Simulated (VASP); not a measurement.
# BaTiO3 (P4mm) in VASP: further runs

Runs on BaTiO3. Level: PBE+U. Tasks: single point.

Program: VASP 6.6.1. These are calculated values, not measurements. Logs are shortened: lines on timing, memory, paths and dates and some standing lists are left out, and cuts for length are marked.

### 1 The cell of the first run

It takes space group P4mm (No. 99, tetragonal). Conventional cell: a = 4.007 Å, b = 4.007 Å, c = 4.096 Å, α = 90.00°, β = 90.00°, γ = 90.00°. Within 3.7 Å of Ba (site symmetry 4mm) lie 12 O at 2.81 to 2.92 Å and 8 Ti at 3.46 to 3.53 Å. Within 2.5 Å of Ti (site symmetry 4mm) lie 6 O at 1.87 to 2.23 Å. Within 2.7 Å of O (site symmetry 2mm) lie 2 Ti at 2.01 Å. O (site symmetry 4mm) has 2 Ti at 1.87 to 2.23 Å within 2.5 Å.

### 2 Single point, PBE+U

INCAR

```
SYSTEM = BaTiO3
PREC = Accurate
ENCUT = 520
EDIFF = 1E-6
ISMEAR = 0
SIGMA = 0.02
LREAL = .False.
LASPH = .True.
NELM = 150
ALGO = Normal
ISIF = 2
LWAVE = .False.
LCHARG = .False.
LMAXMIX = 4
LDAU = .True.
LDAUTYPE = 2
LDAUL = -1 2 -1
LDAUU = 0 4 0
LDAUJ = 0 0 0
LDAUPRINT = 1
GGA = PE
NBANDS = 28
```

KPOINTS

```
regular mesh
0
Gamma
  8 8 8
  0 0 0
```

POSCAR

```
BaTiO3
1.0
    4.0068370738      0.0000000000      0.0000000000
    0.0000000000      4.0068370738      0.0000000000
    0.0000000000      0.0000000000      4.0955801104
Ba Ti O
1 1 3
Direct
    0.5000000000      0.5000000000      0.5828872000
    0.0000000000      0.0000000000      0.0963744491
    0.0000000000      0.5000000000      0.0641917929
    0.5000000000      0.0000000000      0.0641917929
    0.0000000000      0.0000000000      0.5523517552
```

Potentials or basis: VASP PAW PBE potentials, release 64 (Ba_sv, Ti_sv, O).

Started as:

```console
$ cat potpaw_PBE.64/Ba_sv/POTCAR potpaw_PBE.64/Ti_sv/POTCAR potpaw_PBE.64/O/POTCAR > POTCAR
$ mpirun -np 1 vasp_std > vasp.out
```

OUTCAR:

```text
SYSTEM = BaTiO3
   PREC = Accurate
   ENCUT = 520
   EDIFF = 1E-6
   ISMEAR = 0
   LREAL = .False.
   LASPH = .True.
   NELM = 150
   ISIF = 2
   GGA = PE

 ion  position               nearest neighbor table
   1  0.500  0.500  0.583-   3 2.81   4 2.81   4 2.81   3 2.81   5 2.84   5 2.84   5 2.84   5 2.84
                             3 2.92   4 2.92   3 2.92   4 2.92   2 3.46   2 3.46   2 3.46   2 3.46
   2  0.000  0.000  0.096-   5 1.87   4 2.01   3 2.01   3 2.01   4 2.01   5 2.23   1 3.46   1 3.46
                             1 3.46   1 3.46   1 3.53   1 3.53   1 3.53   1 3.53
   3  0.000  0.500  0.064-   2 2.01   2 2.01   1 2.81   1 2.81   1 2.92   1 2.92
   4  0.500  0.000  0.064-   2 2.01   2 2.01   1 2.81   1 2.81   1 2.92   1 2.92
   5  0.000  0.000  0.552-   2 1.87   2 2.23   1 2.84   1 2.84   1 2.84   1 2.84

  LATTYP: Found a simple tetragonal cell.
 ALAT       =     4.0068370738
 C/A-ratio  =     1.0221479024

  Lattice vectors:

 A1 = (   4.0068370738,   0.0000000000,   0.0000000000)
 A2 = (   0.0000000000,   4.0068370738,   0.0000000000)
 A3 = (   0.0000000000,   0.0000000000,   4.0955801104)

Analysis of symmetry for initial positions (statically):
=====================================================================
 Subroutine PRICEL returns:
 Original cell was already a primitive cell.

 Routine SETGRP: Setting up the symmetry group for a
 simple tetragonal supercell.

 Subroutine GETGRP returns: Found  8 space group operations
 (whereof  8 operations were pure point group operations)
 out of a pool of 16 trial point group operations.

The static configuration has the point symmetry C_4v.

Analysis of symmetry for dynamics (positions and initial velocities):
=====================================================================
 Subroutine PRICEL returns:
 Original cell was already a primitive cell.

 Routine SETGRP: Setting up the symmetry group for a
 simple tetragonal supercell.

 Subroutine GETGRP returns: Found  8 space group operations
 (whereof  8 operations were pure point group operations)
 out of a pool of 16 trial point group operations.

The dynamic configuration has the point symmetry C_4v.

 Subroutine INISYM returns: Found  8 space group operations
 (whereof  8 operations are pure point group operations),
 and found     1 'primitive' translations

----------------------------------------------------------------------------------------

                                     Primitive cell

  volume of cell :      65.7535

  direct lattice vectors                    reciprocal lattice vectors
     4.006837074  0.000000000  0.000000000     0.249573412  0.000000000  0.000000000
     0.000000000  4.006837074  0.000000000     0.000000000  0.249573412  0.000000000
     0.000000000  0.000000000  4.095580110     0.000000000  0.000000000  0.244165655

  length of vectors
     4.006837074  4.006837074  4.095580110     0.249573412  0.249573412  0.244165655

  position of ions in fractional coordinates (direct lattice)
     0.500000000  0.500000000  0.582887200
     0.000000000  0.000000000  0.096374449
     0.000000000  0.500000000  0.064191793
     0.500000000  0.000000000  0.064191793
     0.000000000  0.000000000  0.552351755

  ion indices of the primitive-cell ions
   primitive index   ion index
                 1           1
                 2           2
                 3           3
                 4           4
                 5           5

----------------------------------------------------------------------------------------

 KPOINTS: regular mesh

Automatic generation of k-mesh.
 Grid dimensions read from file:
 generate k-points for:    8    8    8

 Generating k-lattice:

[... 49 lines left out ...]
   NGX,Y,Z   is equivalent  to a cutoff of  12.45, 12.45, 12.18 a.u.
   NGXF,Y,Z  is equivalent  to a cutoff of  24.89, 24.89, 24.35 a.u.
 SYSTEM =  BaTiO3
   PREC   = accura    normal or accurate (medium, high low for compatibility)
   ISTART =      0    job   : 0-new  1-cont  2-samecut
   ICHARG =      2    charge: 1-file 2-atom 10-const
   ISPIN  =      1    spin polarized calculation?
   LNONCOLLINEAR =      F non collinear calculations
   LSORBIT =      F    spin-orbit coupling
   LASPH  =      T    aspherical Exc in radial PAW
   ENCUT  =  520.0 eV  38.22 Ry    6.18 a.u.   7.45  7.45  7.62*2*pi/ulx,y,z
   NELM   =    150;   NELMIN=  2; NELMDL= -5     # of ELM steps
   EDIFF  = 0.1E-05   stopping-criterion for ELM
   LREAL  =      F    real-space projection
   EDIFFG = 0.1E-04   stopping-criterion for IOM
   NSW    =      0    number of steps for IOM
   IBRION =     -1    ionic relax: 0-MD 1-quasi-New 2-CG
   NFREE  =      0    steps in history (QN), initial steepest desc. (CG)
   ISIF   =      2    stress and relaxation
   ISYM   =      2    0-nonsym 1-usesym 2-fastsym
   POTIM  = 0.5000    time-step for ionic-motion
   TEBEG  =    0.0;   TEEND  =   0.0 temperature during run
   PSTRESS=    0.0 pullay stress
   NELECT =      40.0000    total number of electrons
   NUPDOWN=      -1.0000    fix difference up-down
   EMIN   =  10.00;   EMAX   =-10.00  energy-range for DOS
   EFERMI =   0.00;   METHOD = LEGACY
   ISMEAR =     0;   SIGMA  =   0.02  broadening in eV -4-tet -1-fermi 0-gaus
   EFERMI_NEDOS =   21; number of points for ismear=-14 and -15
   IALGO  =     38    algorithm
   IMIX   =      4    mixing-type and parameters
     AMIX     =   0.40;   BMIX     =  1.00
     AMIX_MAG =   1.60;   BMIX_MAG =  1.00
  volume/ion in A,a.u.               =      13.15        88.75
  Fermi-wavevector in a.u.,A,eV,Ry     =   1.387145  2.621324 26.179944  1.924172
  Thomas-Fermi vector in A             =   2.511394
   LORBIT       =      0    0 simple, 1 ext, 2 COOP (PROOUT), +10 PAW based schemes
 LDA+U is selected, type is set to LDAUTYPE =  2
   angular momentum for each species LDAUL =    -1    2   -1
   U (eV)           for each species LDAUU =   0.0  4.0  0.0
   J (eV)           for each species LDAUJ =   0.0  0.0  0.0
   GGA     = PE    functional components
   LHFCALC =     F    Hartree Fock is set to
   AEXX    =    0.0000 exact exchange contribution
   IVDW    =     0    specifies the selected vdW correction
   LEPSILON=     F    determine dielectric tensor
   LRPA    =     F    only Hartree local field effects (RPA)
 non-spin polarized calculation
 Gauss-broadening in eV      SIGMA  =   0.02
  energy-cutoff  :      520.00
  volume of cell :       65.75
 maximum number of plane-waves:      1795
 NGX is ok and might be reduce to    30
   NGX = 15   NGY = 15   NGZ = 15

atom =   2  type =  2  l = 2

 onsite density matrix

spin component  1

  0.1016 -0.0000  0.0000 -0.0000 -0.0000
 -0.0000  0.1107  0.0000  0.0000 -0.0000
  0.0000  0.0000  0.2442 -0.0000  0.0000
 -0.0000  0.0000 -0.0000  0.1107  0.0000
 -0.0000 -0.0000  0.0000  0.0000  0.2330

spin component  2

  0.1016 -0.0000  0.0000 -0.0000 -0.0000
 -0.0000  0.1107  0.0000  0.0000 -0.0000
  0.0000  0.0000  0.2442 -0.0000  0.0000
 -0.0000  0.0000 -0.0000  0.1107  0.0000
 -0.0000 -0.0000  0.0000  0.0000  0.2330

 occupancies and eigenvectors

  o =  0.1016  v =  1.0000  0.0000  0.0000  0.0000  0.0000  0.0000  0.0000  0.0000  0.0000  0.0000      0.0000  0.0000  0.0000  0.0000  0.0000  0.0000  0.0000  0.0000  0.0000  0.0000
  o =  0.1016  v =  0.0000  0.0000  0.0000  0.0000  0.0000  1.0000  0.0000  0.0000  0.0000  0.0000      0.0000  0.0000  0.0000  0.0000  0.0000  0.0000  0.0000  0.0000  0.0000  0.0000
  o =  0.1107  v =  0.0000 -0.0013 -0.0000  1.0000  0.0000  0.0000  0.0000  0.0000  0.0000  0.0000      0.0000  0.0000  0.0000  0.0000  0.0000  0.0000  0.0000  0.0000  0.0000  0.0000
  o =  0.1107  v =  0.0000  0.0000  0.0000  0.0000  0.0000  0.0000 -0.0013 -0.0000  1.0000  0.0000      0.0000  0.0000  0.0000  0.0000  0.0000  0.0000  0.0000  0.0000  0.0000  0.0000
  o =  0.1107  v =  0.0000  1.0000  0.0000  0.0013 -0.0000  0.0000  0.0000  0.0000  0.0000  0.0000      0.0000  0.0000  0.0000  0.0000  0.0000  0.0000  0.0000  0.0000  0.0000  0.0000
  o =  0.1107  v =  0.0000  0.0000  0.0000  0.0000  0.0000  0.0000  1.0000  0.0000  0.0013 -0.0000      0.0000  0.0000  0.0000  0.0000  0.0000  0.0000  0.0000  0.0000  0.0000  0.0000
  o =  0.2330  v =  0.0000  0.0000  0.0000  0.0000  0.0000  0.0000 -0.0000  0.0000 -0.0000 -1.0000      0.0000  0.0000  0.0000  0.0000  0.0000  0.0000  0.0000  0.0000  0.0000  0.0000
  o =  0.2330  v =  0.0000 -0.0000  0.0000 -0.0000 -1.0000  0.0000  0.0000  0.0000  0.0000  0.0000      0.0000  0.0000  0.0000  0.0000  0.0000  0.0000  0.0000  0.0000  0.0000  0.0000
  o =  0.2442  v =  0.0000  0.0000  0.0000  0.0000  0.0000  0.0000 -0.0000 -1.0000  0.0000  0.0000      0.0000  0.0000  0.0000  0.0000  0.0000  0.0000  0.0000  0.0000  0.0000  0.0000
  o =  0.2442  v =  0.0000 -0.0000 -1.0000  0.0000  0.0000  0.0000  0.0000  0.0000  0.0000  0.0000      0.0000  0.0000  0.0000  0.0000  0.0000  0.0000  0.0000  0.0000  0.0000  0.0000

 number of electron      39.9999981 magnetization

 Free energy of the ion-electron system (eV)
  ---------------------------------------------------
  ext. energy  EPLUGINS =         0.00000000
  ---------------------------------------------------
  free energy    TOTEN  =       -37.30770495 eV

  energy without entropy =      -37.30770495  energy(sigma->0) =      -37.30770495

 E-fermi :   4.0307     XC(G=0): -11.1247

 val. band max:        3.8711853274   @ k =   0.5000   0.5000   0.5000
 cond. band min:       6.1042432596   @ k =   0.0000   0.0000   0.0000
 fundamental gap:      2.2330579322
 Fermi energy:         4.0307198753

 k-point     1 :       0.0000    0.0000    0.0000
  band No.  band energies     occupation
      1     -53.8903      2.00000
      2     -30.0992      2.00000
      3     -30.0429      2.00000
      4     -30.0429      2.00000
      5     -21.1267      2.00000
      6     -13.1151      2.00000
[... 733 lines left out ...]
     27      11.5623      0.00000
     28      12.3909      0.00000

 [... further k-points ...]
[... 5 lines left out ...]
  --------------------------------------------------------------------------------------
  -------------------------------------------------------------------------------------
  Total        1.8204160      1.8204160      1.9631351      0.0000000      0.0000000      0.0000000
  in kB       44.3570263     44.3570263     47.8345804      0.0000000      0.0000000      0.0000000
  external PRESSURE =      45.5162110 kB  Pullay stress =       0.0000000 kB

 VOLUME and BASIS-vectors are now :
 -----------------------------------------------------------------------------
  energy-cutoff  :      520.00
  volume of cell :       65.75
      direct lattice vectors                 reciprocal lattice vectors
     4.006837074  0.000000000  0.000000000     0.249573412  0.000000000  0.000000000
     0.000000000  4.006837074  0.000000000     0.000000000  0.249573412  0.000000000
     0.000000000  0.000000000  4.095580110     0.000000000  0.000000000  0.244165655

 POSITION                                       TOTAL-FORCE (eV/Angst)
 -----------------------------------------------------------------------------------
      2.00342      2.00342      2.38726        -0.000000      0.000000     -0.035538
      0.00000      0.00000      0.39471        -0.000000      0.000000     -0.505823
      0.00000      2.00342      0.26290         0.000000     -0.000000      0.012903
      2.00342      0.00000      0.26290        -0.000000      0.000000      0.012903
      0.00000      0.00000      2.26220         0.000000      0.000000      0.515554
 -----------------------------------------------------------------------------------
    total drift:                               -0.000000      0.000000     -0.000377

  FREE ENERGIE OF THE ION-ELECTRON SYSTEM (eV)
  ---------------------------------------------------
  free  energy   TOTEN  =       -37.3077049460 eV

  energy  without entropy=      -37.3077049460  energy(sigma->0) =      -37.30770495
```

Wall time 2.6 min (1 thread of AMD EPYC 7R13, shared host); peak memory 0.24 GiB.

Results:

```
Free energy            : -37.3077 eV
Pressure               : 4.6 GPa
Largest force          : 0.516 eV/Å
Band gap on the k mesh : 2.23 eV (least direct gap 2.66 eV)
```

Forces in eV/Å, atoms in the order of the input:
```
Ba   0.000  0.000 -0.036
Ti   0.000  0.000 -0.506
O    0.000  0.000  0.013
O    0.000  0.000  0.013
O    0.000  0.000  0.516
```

Levels at points of the mesh, in eV from the valence-band top:
```tsv
k point	band 16	band 17	band 18	band 19	band 20	band 21	band 22	band 23	band 24	band 25
(0.00, 0.00, 0.00)	-1.33	-1.20	-0.53	-0.42	-0.42	2.23	2.48	2.48	3.95	4.00
(0.50, 0.00, 0.00)	-1.96	-1.79	-1.67	-1.17	-1.04	2.63	3.86	3.89	3.95	5.60
(0.50, 0.50, 0.00)	-2.72	-2.00	-1.04	-1.04	-0.08	3.92	3.92	4.33	4.35	7.47
(0.00, 0.00, 0.50)	-1.95	-1.89	-1.89	-0.79	-0.79	2.40	3.83	3.83	3.95	5.75
(0.50, 0.00, 0.50)	-2.56	-1.93	-1.03	-0.99	-0.28	3.85	3.90	4.22	4.70	7.26
(0.50, 0.50, 0.50)	-2.42	-2.42	-0.20	-0.20	0.00	4.45	4.45	4.52	6.23	6.46
```

Eigenvalues of the final occupation matrices:
```csv
site,spin,trace,eigenvalues
site 2 d,1,0.80,0.10 0.11 0.11 0.23 0.24
site 2 d,2,0.80,0.10 0.11 0.11 0.23 0.24
```

Caveat: the cell stands under pressure; spin-orbit coupling is left out, which moves the levels of the heavy elements.

[end of part 1 of 2]
